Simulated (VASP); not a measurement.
# BN (P6_3/mmc) in VASP: further runs

BN is run at these levels: PBE-based screened hybrid with 25 % exact exchange, r2SCAN-based global hybrid with 10 % exact exchange; tasks: relaxation of cell and atoms, single point.

Program: VASP 6.6.1. These are calculated values, not measurements. Logs are shortened: lines on timing, memory, paths and dates and some standing lists are left out, and cuts for length are marked.

## 1. The cell of the first run

Symmetry: P6_3/mmc, No. 194, hexagonal system. Conventional cell: a = 2.498 Å, b = 2.498 Å, c = 6.636 Å, α = 90.00°, β = 90.00°, γ = 120.00°. N (site symmetry -6m2) has 3 B at 1.44 Å within 1.9 Å. B (site symmetry -6m2) has 3 N at 1.44 Å within 1.9 Å.

## 2. Relaxation of cell and atoms, PBE-based screened hybrid with 25 % exact exchange

POSCAR reads:

```
BN
1.0
    2.4982400000      0.0000000000      0.0000000000
   -1.2491200000      2.1635393048      0.0000000000
    0.0000000000      0.0000000000      6.6357000000
N B
2 2
Direct
    0.6666666667      0.3333333333      0.2500000000
    0.3333333333      0.6666666667      0.7500000000
    0.6666666667      0.3333333333      0.7500000000
    0.3333333333      0.6666666667      0.2500000000
```

INCAR.step1 reads:

```
ALGO     = Normal         # electronic algorithm
EDIFF    = 1E-5           # SCF threshold, eV
ENCUT    = 600            # plane-wave cutoff, eV
GGA      = PE             # functional
ISMEAR   = -1             # smearing method
LASPH    = T              # aspherical terms in the spheres
LCHARG   = F              # write CHGCAR
LREAL    = F              # projectors in reciprocal space
LWAVE    = T              # write WAVECAR
NBANDS   = 16             # bands
NELM     = 100            # most SCF steps
PREC     = Accurate       # precision mode
SIGMA    = 0.05           # smearing width, eV
```

INCAR.step2 reads:

```
AEXX     = 0.25           # exact-exchange fraction
ALGO     = Normal         # electronic algorithm
EDIFF    = 1E-7           # SCF threshold, eV
EDIFFG   = -0.01          # ionic threshold
ENCUT    = 600            # plane-wave cutoff, eV
GGA      = PE             # functional
HFSCREEN = 0.3            # screening, 1/A
IBRION   = 2              # ionic algorithm
ISIF     = 3              # what is computed and relaxed
ISMEAR   = -1             # smearing method
ISTART   = 1            
LASPH    = T              # aspherical terms in the spheres
LCHARG   = F              # write CHGCAR
LHFCALC  = T              # exact exchange
LREAL    = F              # projectors in reciprocal space
LWAVE    = F              # write WAVECAR
NELM     = 100            # most SCF steps
NSW      = 60             # ionic steps
PREC     = Accurate       # precision mode
PRECFOCK = Normal       
SIGMA    = 0.05           # smearing width, eV
```

KPOINTS reads:

```
k-points
0
Gamma
  6 6 2
```

Potentials or basis: VASP PAW PBE potentials, release 64 (N, B).

Run with:

```sh
$ cat potpaw_PBE.64/N/POTCAR potpaw_PBE.64/B/POTCAR > POTCAR
$ cp INCAR.step1 INCAR
$ mpirun -np 1 vasp_std > vasp.out
$ cp INCAR.step2 INCAR
$ mpirun -np 1 vasp_std > vasp.out
```

OUTCAR:

```text
AEXX = 0.25
   EDIFF = 1E-7
   EDIFFG = -0.01
   ENCUT = 600
   GGA = PE
   HFSCREEN = 0.3
   IBRION = 2
   ISIF = 3
   ISMEAR = -1
   ISTART = 1
   LASPH = T
   LHFCALC = T
   LREAL = F
   NELM = 100
   NSW = 60
   PREC = Accurate
   PRECFOCK = Normal

 ion  position               nearest neighbor table
   1  0.667  0.333  0.250-   4 1.44   4 1.44   4 1.44
   2  0.333  0.667  0.750-   3 1.44   3 1.44   3 1.44
   3  0.667  0.333  0.750-   2 1.44   2 1.44   2 1.44
   4  0.333  0.667  0.250-   1 1.44   1 1.44   1 1.44

  LATTYP: Found a hexagonal cell.
 ALAT       =     2.4982400000
 C/A-ratio  =     2.6561499296

  Lattice vectors:

 A1 = (   2.4982400000,   0.0000000000,   0.0000000000)
 A2 = (  -1.2491200000,   2.1635393048,   0.0000000000)
 A3 = (   0.0000000000,   0.0000000000,   6.6357000000)

Analysis of symmetry for initial positions (statically):
=====================================================================
 Subroutine PRICEL returns:
 Original cell was already a primitive cell.

 Routine SETGRP: Setting up the symmetry group for a
 hexagonal supercell.

 Subroutine GETGRP returns: Found 24 space group operations
 (whereof 12 operations were pure point group operations)
 out of a pool of 24 trial point group operations.

The static configuration has the point symmetry D_3d.
 The point group associated with its full space group is D_6h.

Analysis of symmetry for dynamics (positions and initial velocities):
=====================================================================
 Subroutine PRICEL returns:
 Original cell was already a primitive cell.

 Routine SETGRP: Setting up the symmetry group for a
 hexagonal supercell.

 Subroutine GETGRP returns: Found 24 space group operations
 (whereof 12 operations were pure point group operations)
 out of a pool of 24 trial point group operations.

The dynamic configuration has the point symmetry D_3d.
 The point group associated with its full space group is D_6h.

 Subroutine INISYM returns: Found 24 space group operations
 (whereof 12 operations are pure point group operations),
 and found     1 'primitive' translations

----------------------------------------------------------------------------------------

                                     Primitive cell

  volume of cell :      35.8662

  direct lattice vectors                    reciprocal lattice vectors
     2.498240000  0.000000000  0.000000000     0.400281798  0.231102804  0.000000000
    -1.249120000  2.163539305  0.000000000     0.000000000  0.462205608  0.000000000
     0.000000000  0.000000000  6.635700000     0.000000000  0.000000000  0.150700002

  length of vectors
     2.498240000  2.498240000  6.635700000     0.462205608  0.462205608  0.150700002
[... 118 lines left out ...]
 NGX is ok and might be reduce to    20
  NGX = 16; NGY = 16; NGZ = 40

--------------------------------------- Ionic step        1  -------------------------------------------

 number of electron      15.9999998 magnetization

 Free energy of the ion-electron system (eV)
  ---------------------------------------------------
  ext. energy  EPLUGINS =         0.00000000
  ---------------------------------------------------
  free energy    TOTEN  =       -40.02128261 eV

  energy without entropy =      -40.02128261  energy(sigma->0) =      -40.02128261

------------------------ aborting loop because EDIFF is reached ----------------------------------------

  FORCE on cell =-STRESS in cart. coord.  units (eV):
  Direction    XX          YY          ZZ          XY          YZ          ZX
  --------------------------------------------------------------------------------------
  -------------------------------------------------------------------------------------
  Total       -0.1535965     -0.1535965      0.5297955      0.0000000     -0.0000000      0.0000000
  in kB       -6.8612952     -6.8612952     23.6664519      0.0000000     -0.0000000      0.0000000
  external PRESSURE =       3.3146205 kB  Pullay stress =       0.0000000 kB
[... 95 lines left out ...]
  FREE ENERGIE OF THE ION-ELECTRON SYSTEM (eV)
  ---------------------------------------------------
  free  energy   TOTEN  =       -40.0250778275 eV

  energy  without entropy=      -40.0250778274  energy(sigma->0) =      -40.02507783

 E-fermi :   2.2567     XC(G=0):  -8.1003

 val. band max:        1.0936027757   @ k =   0.3333   0.3333   0.5000
 cond. band min:       6.5793134080   @ k =   0.5000   0.0000   0.0000
 fundamental gap:      5.4857106323
 Fermi energy:         2.2566522468

 k-point     1 :       0.0000    0.0000    0.0000
  band No.  band energies     occupation
      1     -18.5027      2.00000
      2     -18.3355      2.00000
      3      -5.4065      2.00000
      4      -3.8847      2.00000
      5      -0.4538      2.00000
      6      -0.4538      2.00000
      7      -0.4362      2.00000
      8      -0.4362      2.00000
      9       6.8369      0.00000
     10      11.8082      0.00000
     11      14.3101      0.00000
     12      14.3101      0.00000
[... 181 lines left out ...]
 k-point    14 :       0.3333    0.3333    0.5000
  band No.  band energies     occupation
      1     -14.3865      2.00000
      2     -14.3865      2.00000
      3      -7.6235      2.00000
      4      -7.6235      2.00000
      5      -6.8515      2.00000
      6      -6.8515      2.00000
      7       1.0936      2.00000
      8       1.0936      2.00000
      9       6.9626      0.00000
     10       6.9626      0.00000
     11      14.2341      0.00000
     12      14.2341      0.00000

[... ionic steps 4 to 13 ...]

--------------------------------------- Ionic step       14  -------------------------------------------

 number of electron      16.0000001 magnetization

------------------------ aborting loop because EDIFF is reached ----------------------------------------
[... 71 lines left out ...]
--------------------------------------- Ionic step       16  -------------------------------------------

 number of electron      16.0000002 magnetization

 Free energy of the ion-electron system (eV)
  ---------------------------------------------------
  ext. energy  EPLUGINS =         0.00000000
  ---------------------------------------------------
  free energy    TOTEN  =       -40.05004592 eV

  energy without entropy =      -40.05004592  energy(sigma->0) =      -40.05004592

 E-fermi :   1.7935     XC(G=0):  -7.8081

 val. band max:        0.6707982886   @ k =   0.3333   0.3333   0.5000
 cond. band min:       6.1879267354   @ k =   0.0000   0.0000   0.0000
 fundamental gap:      5.5171284468
 Fermi energy:         1.7935056489

 k-point     1 :       0.0000    0.0000    0.0000
  band No.  band energies     occupation
      1     -18.8342      2.00000
      2     -18.7279      2.00000
      3      -5.5991      2.00000
      4      -4.4637      2.00000
      5      -0.8899      2.00000
      6      -0.8899      2.00000
      7      -0.8800      2.00000
      8      -0.8800      2.00000
      9       6.1879      0.00000
     10      10.6443      0.00000
     11      13.8072      0.00000
     12      13.8072      0.00000
[... 224 lines left out ...]
  FREE ENERGIE OF THE ION-ELECTRON SYSTEM (eV)
  ---------------------------------------------------
  free  energy   TOTEN  =       -40.0500459232 eV

  energy  without entropy=      -40.0500459231  energy(sigma->0) =      -40.05004592

 reached required accuracy - stopping structural energy minimisation
```

OUTCAR.step1:

```text
EDIFF = 1E-5
   ENCUT = 600
   GGA = PE
   ISMEAR = -1
   LASPH = T
[... 483 lines left out ...]
      1.24912      0.72118      1.65892         0.000000     -0.000000      0.000000
     -0.00000      1.44236      4.97677         0.000000      0.000000      0.000000
      1.24912      0.72118      4.97677        -0.000000      0.000000      0.000000
     -0.00000      1.44236      1.65892         0.000000     -0.000000      0.000000
 -----------------------------------------------------------------------------------
    total drift:                                0.000000     -0.000000      0.000000

  FREE ENERGIE OF THE ION-ELECTRON SYSTEM (eV)
  ---------------------------------------------------
  free  energy   TOTEN  =       -35.1519417914 eV

  energy  without entropy=      -35.1519417914  energy(sigma->0) =      -35.15194179
```

Wall time 40 min (1 thread of Intel Xeon 6975P-C (Granite Rapids), shared host); peak memory 0.26 GiB.

What came out:

* Free energy: -40.0500 eV
* Relaxed volume: 10.19 Å³/atom
* Relaxed cell: a = 2.496 Å, b = 2.496 Å, c = 7.551 Å, α = 90.00°, β = 90.00°, γ = 120.00°
* Space group after relaxing (to 0.1 Å): P6_3/mmc (No. 194)
* Energy gained by relaxing: 7.2 meV/atom
* Ionic steps: 16
* Pressure after relaxing: 0.0 GPa
* Band gap on the k mesh: 5.52 eV (least direct gap 5.85 eV)

The path:
| step | energy change (eV) | largest force (eV/Å) | pressure (GPa) | volume (Å³) |
| --- | --- | --- | --- | --- |
| 1 | 0.0000 | 0.0000 | 0.33 | 35.87 |
| 2 | -0.0030 | 0.0000 | 1.66 | 35.96 |
| 3 | -0.0038 | 0.0000 | 3.40 | 36.08 |
| 4 | -0.0044 | 0.0000 | 3.38 | 36.13 |
| 5 | -0.0062 | 0.0000 | 3.32 | 36.28 |
| 6 | -0.0094 | 0.0000 | 3.21 | 36.58 |
| 7 | -0.0148 | 0.0000 | 3.01 | 37.19 |
| 8 | -0.0220 | 0.0000 | 2.68 | 38.39 |
| 9 | -0.0258 | 0.0000 | 2.11 | 40.80 |
| 10 | -0.0264 | 0.0000 | -1.99 | 41.22 |
| 11 | -0.0285 | 0.0000 | -0.08 | 41.02 |
| 12 | -0.0285 | 0.0000 | -0.04 | 41.02 |
| 13 | -0.0286 | 0.0000 | -0.04 | 41.00 |
| 14 | -0.0286 | 0.0000 | -0.04 | 40.97 |
| 15 | -0.0287 | 0.0000 | -0.03 | 40.90 |
| 16 | -0.0288 | 0.0000 | -0.01 | 40.76 |

Final structure:
```xyz
4
Lattice="2.4965 0.0000 0.0000 -1.2482 2.1620 0.0000 0.0000 0.0000 7.5513" Properties=species:S:1:pos:R:3 pbc="T T T"
N     1.2483    0.7207    1.8878
N     0.0000    1.4414    5.6635
B     1.2483    0.7207    5.6635
B     0.0000    1.4414    1.8878
```

Levels at points of the mesh, in eV from the valence-band top:
```
           k point  band 5  band 6  band 7  band 8  band 9  band 10  band 11  band 12
(0.00, 0.00, 0.00)   -1.56   -1.56   -1.55   -1.55    5.52     9.97    13.14    13.14
(0.50, 0.00, 0.00)   -4.60   -4.58   -1.23   -0.74    5.55     6.38    10.80    11.39
(0.00, 0.00, 0.50)   -1.56   -1.56   -1.56   -1.56    7.32     7.32    13.16    13.16
(0.50, 0.00, 0.50)   -4.59   -4.59   -0.98   -0.98    5.87     5.87    11.22    11.22
```

Caveat: the k points lie up to 0.48 Å⁻¹ apart in the final cell; the PAW data sets were made with another functional, which shifts forces and pressure a little. Zero-point motion and thermal expansion aren't in these numbers.

## 3. Single point, r2SCAN-based global hybrid with 10 % exact exchange

POSCAR is that of step 2.

INCAR.step1 reads:

```
  PREC = Accurate
  ENCUT = 520
  EDIFF = 1E-5
  ISMEAR = -1
  SIGMA = 0.05
  LREAL = F
  LASPH = T
  NELM = 80
  ALGO = Normal
  ISIF = 2
  LWAVE = T
  LCHARG = F
  GGA = PE
  NBANDS = 16
```

INCAR.step2 reads:

```
  PREC = Accurate
  ENCUT = 520
  EDIFF = 1E-7
  ISMEAR = -1
  SIGMA = 0.05
  LREAL = F
  LASPH = T
  NELM = 80
  ALGO = Normal
  ISIF = 2
  LWAVE = F
  LCHARG = F
  METAGGA = R2SCAN
  LHFCALC = T
  AEXX = 0.1
  LMIXTAU = T
  PRECFOCK = Normal
  ISTART = 1
  NBANDS = 16
```

KPOINTS reads:

```
regular mesh
0
Gamma
  7 7 3
```

Potentials or basis: VASP PAW PBE potentials, release 64 (N, B).

Run with:

```sh
$ cat potpaw_PBE.64/N/POTCAR potpaw_PBE.64/B/POTCAR > POTCAR
$ cp INCAR.step1 INCAR
$ mpirun -np 1 vasp_std > vasp.out
$ cp INCAR.step2 INCAR
$ mpirun -np 1 vasp_std > vasp.out
```

It took 22 min on 1 thread of Intel Xeon Platinum 8259CL at 2.50GHz (Skylake/Cascade Lake), shared host; peak memory 0.16 GiB.

The run converged. Its results:

```yaml
Free_energy: -41.2335 eV
Pressure: 0.2 GPa
Band_gap_on_the_k_mesh: 5.88 eV (least direct gap 6.10 eV)
```

Stress tensor (GPa, compression positive):
```
-0.09  0.00  0.00
 0.00 -0.09  0.00
 0.00  0.00  0.65
```

Levels at points of the mesh, in eV from the valence-band top:
```tsv
k point	band 4	band 5	band 6	band 7	band 8	band 9	band 10	band 11	band 12	band 13
(0.00, 0.00, 0.00)	-4.35	-1.42	-1.42	-1.38	-1.38	6.35	12.01	13.27	13.27	13.41
```

Caveat: the PAW data sets were made with another functional, which shifts forces and pressure a little. A k mesh can miss the band edges.
